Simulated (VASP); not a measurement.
# Na2AgAsF6 (Fm-3m) in VASP: single point with PBE+D3(BJ)

Aim: the single point of Na2AgAsF6 with PBE+D3(BJ).

Program: VASP 6.6.1. These are calculated values, not measurements. Logs are shortened: lines on timing, memory, paths and dates and some standing lists are left out, and cuts for length are marked.

## (1) The cell of the first run

It takes space group Fm-3m (No. 225, cubic). Conventional cell: a = 8.775 Å, b = 8.775 Å, c = 8.775 Å, α = 90.00°, β = 90.00°, γ = 90.00°. Within 4.1 Å of Na (site symmetry -43m) lie 12 F at 3.11 Å and 4 Ag at 3.80 Å and 4 As at 3.80 Å. Ag (site symmetry m-3m) has 6 F at 2.35 Å within 3.1 Å. Within 2.7 Å of As (site symmetry m-3m) lie 6 F at 2.04 Å. F (site symmetry 4mm) has 1 As at 2.04 Å and 1 Ag at 2.35 Å within 2.7 Å.

## (2) Single point, PBE+D3(BJ)

The input, INCAR:

```
  ALGO = Normal
  EDIFF = 1E-6
  ENCUT = 520
  GGA = PE
  ISIF = 2
  ISMEAR = 0
  IVDW = 12
  LASPH = True
  LCHARG = True
  LELF = True
  LREAL = False
  LVHAR = True
  LWAVE = False
  NBANDS = 47
  NELM = 80
  PREC = Accurate
  SIGMA = 0.05
```

The input, KPOINTS:

```
k-points
0
Gamma
  6 6 6
```

The input, POSCAR:

```
Na2AgAsF6
1.0
    0.0000000000      4.3876615900      4.3876615900
    4.3876615900      0.0000000000      4.3876615900
    4.3876615900      4.3876615900      0.0000000000
Na Ag As F
2 1 1 6
Direct
    0.7500000000      0.7500000000      0.7500000000
    0.2500000000      0.2500000000      0.2500000000
    0.5000000000      0.5000000000      0.5000000000
    0.0000000000      0.0000000000      0.0000000000
    0.7676537798      0.2323462202      0.2323462202
    0.2323462202      0.2323462202      0.7676537798
    0.2323462202      0.7676537798      0.7676537798
    0.2323462202      0.7676537798      0.2323462202
    0.7676537798      0.2323462202      0.7676537798
    0.7676537798      0.7676537798      0.2323462202
```

Potentials or basis: VASP PAW PBE potentials, release 64 (Na_pv, Ag, As, F).

Command:

```sh
$ cat potpaw_PBE.64/Na_pv/POTCAR potpaw_PBE.64/Ag/POTCAR potpaw_PBE.64/As/POTCAR potpaw_PBE.64/F/POTCAR > POTCAR
$ mpirun -np 1 vasp_std > vasp.out
```

OUTCAR:

```text
EDIFF = 1E-6
   ENCUT = 520
   GGA = PE
   ISIF = 2
   ISMEAR = 0
   IVDW = 12
   LASPH = True
   LREAL = False
   NELM = 80
   PREC = Accurate
 IVDW          = 12

 ion  position               nearest neighbor table
   1  0.750  0.750  0.750-
   2  0.250  0.250  0.250-
   3  0.500  0.500  0.500-   5 2.35   6 2.35   7 2.35   8 2.35   9 2.35  10 2.35
   4  0.000  0.000  0.000-   5 2.04   6 2.04   7 2.04   8 2.04   9 2.04  10 2.04
   5  0.768  0.232  0.232-   4 2.04   3 2.35
   6  0.232  0.232  0.768-   4 2.04   3 2.35
   7  0.232  0.768  0.768-   4 2.04   3 2.35
   8  0.232  0.768  0.232-   4 2.04   3 2.35
   9  0.768  0.232  0.768-   4 2.04   3 2.35
  10  0.768  0.768  0.232-   4 2.04   3 2.35

  LATTYP: Found a face centered cubic cell.
 ALAT       =     8.7753231800

  Lattice vectors:

 A1 = (   0.0000000000,   4.3876615900,   4.3876615900)
 A2 = (   4.3876615900,   0.0000000000,   4.3876615900)
 A3 = (   4.3876615900,   4.3876615900,   0.0000000000)

Analysis of symmetry for initial positions (statically):
=====================================================================
 Subroutine PRICEL returns:
 Original cell was already a primitive cell.

 Routine SETGRP: Setting up the symmetry group for a
 face centered cubic supercell.

 Subroutine GETGRP returns: Found 48 space group operations
 (whereof 48 operations were pure point group operations)
 out of a pool of 48 trial point group operations.

The static configuration has the point symmetry O_h .

Analysis of symmetry for dynamics (positions and initial velocities):
=====================================================================
 Subroutine PRICEL returns:
 Original cell was already a primitive cell.

 Routine SETGRP: Setting up the symmetry group for a
 face centered cubic supercell.

 Subroutine GETGRP returns: Found 48 space group operations
 (whereof 48 operations were pure point group operations)
 out of a pool of 48 trial point group operations.

The dynamic configuration has the point symmetry O_h .

 Subroutine INISYM returns: Found 48 space group operations
 (whereof 48 operations are pure point group operations),
 and found     1 'primitive' translations

[... 106 lines left out ...]
   NFREE  =      0    steps in history (QN), initial steepest desc. (CG)
   ISIF   =      2    stress and relaxation
   ISYM   =      2    0-nonsym 1-usesym 2-fastsym
   POTIM  = 0.5000    time-step for ionic-motion
   TEBEG  =    0.0;   TEEND  =   0.0 temperature during run
   PSTRESS=    0.0 pullay stress
   NELECT =      72.0000    total number of electrons
   NUPDOWN=      -1.0000    fix difference up-down
   EMIN   =  10.00;   EMAX   =-10.00  energy-range for DOS
   EFERMI =   0.00;   METHOD = LEGACY
   ISMEAR =     0;   SIGMA  =   0.05  broadening in eV -4-tet -1-fermi 0-gaus
   EFERMI_NEDOS =   21; number of points for ismear=-14 and -15
   IALGO  =     38    algorithm
   IMIX   =      4    mixing-type and parameters
     AMIX     =   0.40;   BMIX     =  1.00
     AMIX_MAG =   1.60;   BMIX_MAG =  1.00
  volume/ion in A,a.u.               =      16.89       114.01
  Fermi-wavevector in a.u.,A,eV,Ry     =   1.231996  2.328134 20.651107  1.517814
  Thomas-Fermi vector in A             =   2.366783
   LORBIT       =      0    0 simple, 1 ext, 2 COOP (PROOUT), +10 PAW based schemes
   GGA     = PE    functional components
   LHFCALC =     F    Hartree Fock is set to
   AEXX    =    0.0000 exact exchange contribution
   IVDW    =    12    specifies the selected vdW correction
   LEPSILON=     F    determine dielectric tensor
   LRPA    =     F    only Hartree local field effects (RPA)
 non-spin polarized calculation
 Gauss-broadening in eV      SIGMA  =   0.05
  energy-cutoff  :      520.00
  volume of cell :      168.94
 maximum number of plane-waves:      4576
 NGX is ok and might be reduce to    48
   NGX = 23   NGY = 23   NGZ = 23

 number of electron      72.0000002 magnetization

 Free energy of the ion-electron system (eV)
  ---------------------------------------------------
  ext. energy  EPLUGINS =         0.00000000
  ---------------------------------------------------
  free energy    TOTEN  =       -40.60922208 eV

  energy without entropy =      -40.60922208  energy(sigma->0) =      -40.60922208

 E-fermi :   1.7818     XC(G=0):  -8.3108

 val. band max:        1.5461775748   @ k =   0.5000   0.5000   0.0000
 cond. band min:       3.4205644282   @ k =   0.5000   0.0000   0.0000
 fundamental gap:      1.8743868534
 Fermi energy:         1.7818033615

 k-point     1 :       0.0000    0.0000    0.0000
  band No.  band energies     occupation
      1     -23.2147      2.00000
      2     -23.2147      2.00000
      3     -23.2147      2.00000
      4     -23.2126      2.00000
      5     -23.2126      2.00000
      6     -23.2126      2.00000
[... 789 lines left out ...]
     46       9.6687      0.00000
     47      10.7910      0.00000

------------------------ aborting loop because EDIFF is reached ----------------------------------------

 Edisp (eV)   -1.24173

 E8    (eV) :    -0.4927

  FORCE on cell =-STRESS in cart. coord.  units (eV):
  Direction    XX          YY          ZZ          XY          YZ          ZX
  --------------------------------------------------------------------------------------
  -------------------------------------------------------------------------------------
  Total      -0.22560    -0.22560    -0.22560     0.00000     0.00000     0.00000
  in kB      -2.13958    -2.13958    -2.13958     0.00000     0.00000     0.00000
  external pressure =       -2.14 kB  Pullay stress =        0.00 kB

 VOLUME and BASIS-vectors are now :
 -----------------------------------------------------------------------------
  energy-cutoff  :      520.00
  volume of cell :      168.94
      direct lattice vectors                 reciprocal lattice vectors
     0.000000000  4.387661590  4.387661590    -0.113955917  0.113955917  0.113955917
     4.387661590  0.000000000  4.387661590     0.113955917 -0.113955917  0.113955917
     4.387661590  4.387661590  0.000000000     0.113955917  0.113955917 -0.113955917

 POSITION                                       TOTAL-FORCE (eV/Angst)
 -----------------------------------------------------------------------------------
      6.58149      6.58149      6.58149         0.000000      0.000000     -0.000000
      2.19383      2.19383      2.19383        -0.000000      0.000000     -0.000000
      4.38766      4.38766      4.38766         0.000000     -0.000000     -0.000000
      0.00000      0.00000      0.00000         0.000000      0.000000     -0.000000
      2.03891      4.38766      4.38766         0.025615      0.000000     -0.000000
      4.38766      4.38766      2.03891         0.000000      0.000000      0.025615
      6.73641      4.38766      4.38766        -0.025615      0.000000     -0.000000
      4.38766      2.03891      4.38766         0.000000      0.025615     -0.000000
      4.38766      6.73641      4.38766         0.000000     -0.025615     -0.000000
      4.38766      4.38766      6.73641         0.000000      0.000000     -0.025615
 -----------------------------------------------------------------------------------
    total drift:                               -0.000000     -0.000000     -0.000000

  FREE ENERGIE OF THE ION-ELECTRON SYSTEM (eV)
  ---------------------------------------------------
  free  energy   TOTEN  =       -41.8509480364 eV

  energy  without entropy=      -41.8509480364  energy(sigma->0) =      -41.85094804
```

Run time: 5.1 min. Hardware: 1 thread of Oxide Virtual Turin-like, shared host; peak memory 0.35 GiB.

What came out:

```yaml
Free_energy: -41.8509 eV
Pressure: -0.2 GPa
Largest_force: 0.026 eV/Å
Band_gap_on_the_k_mesh: 1.87 eV (least direct gap 2.80 eV)
Dispersion_energy_per_atom: -0.124 eV
```

Forces on the atoms (eV/Å):
```
Na   0.000  0.000  0.000
Na   0.000  0.000  0.000
Ag   0.000  0.000  0.000
As   0.000  0.000  0.000
F    0.026  0.000  0.000
F    0.000  0.000  0.026
F   -0.026  0.000  0.000
F    0.000  0.026  0.000
F    0.000 -0.026  0.000
F    0.000  0.000 -0.026
```

A k mesh can miss the band edges.
